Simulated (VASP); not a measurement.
Wanted: the native input for a VASP 6.6.1 run.

| Quantity | Value |
| --- | --- |
| Task | relaxation of the atoms |
| Functional | PBE |
| Dispersion | D3(BJ) |
| Potentials or basis | VASP PAW PBE potentials, release 64 (Te, Mo_sv) |
| Cutoff | 520 eV |
| k mesh | 12 × 12 × 1 |
| Occupations | gaussian, width 0.02 eV |
| Spin | no spin polarisation |
| Dipole correction | yes |
| Further INCAR settings | ALGO = Normal; EDIFF = 1e-06; IBRION = 2; EDIFFG = -0.01; NSW = 60 |

The structure of Te2Mo lies in POSCAR:

```
Te2Mo
1.0
    3.3637365059      0.0000000000      0.0000000000
   -1.6818682530      2.9130812657      0.0000000000
    0.0000000000      0.0000000000     33.2702079551
Te Mo
2 1
Direct
    0.3333333333      0.6666666667      0.4453878238
    0.3333333333      0.6666666667      0.5546121762
    0.6666666667      0.3333333333      0.5000000000
```

This cell differs from its parent crystal: biaxial strain -0.040.

The input as run:

INCAR

```
SYSTEM = Te2Mo
ALGO = Normal
DIPOL = 0.5 0.5 0.500
EDIFF = 1E-6
EDIFFG = -0.01
ENCUT = 520
GGA = PE
IBRION = 2
IDIPOL = 3
ISIF = 2
ISMEAR = 0
IVDW = 12
LASPH = .TRUE.
LCHARG = .FALSE.
LDIPOL = .TRUE.
LREAL = .FALSE.
LWAVE = .FALSE.
NELM = 60
NSW = 60
PREC = Accurate
SIGMA = 0.02
```

KPOINTS

```
k-points
0
G
  12 12 1
  0 0 0
```

Potentials or basis: VASP PAW PBE potentials, release 64 (Te, Mo_sv).

Run with:

```bash
$ cat potpaw_PBE.64/Te/POTCAR potpaw_PBE.64/Mo_sv/POTCAR > POTCAR
$ mpirun -np 1 vasp_std > vasp.out
```

It gave:

| Quantity | Value |
| --- | --- |
| Energy gained by relaxing | 15.7 meV/atom |
| Ionic steps | 3 |
| Largest force after relaxing | 0.003 eV/Å |
| Band gap on the k mesh | 0.93 eV (least direct gap 1.38 eV) |
| Dispersion energy per atom | -0.429 eV |

Caveat: the cell differs from its parent crystal (biaxial strain -0.040); spin-orbit coupling is left out, which moves the levels of the heavy elements.

Run time: 8 min on 1 thread of Oxide Virtual Turin-like Processor (shared host), peak memory 0.49 GiB.
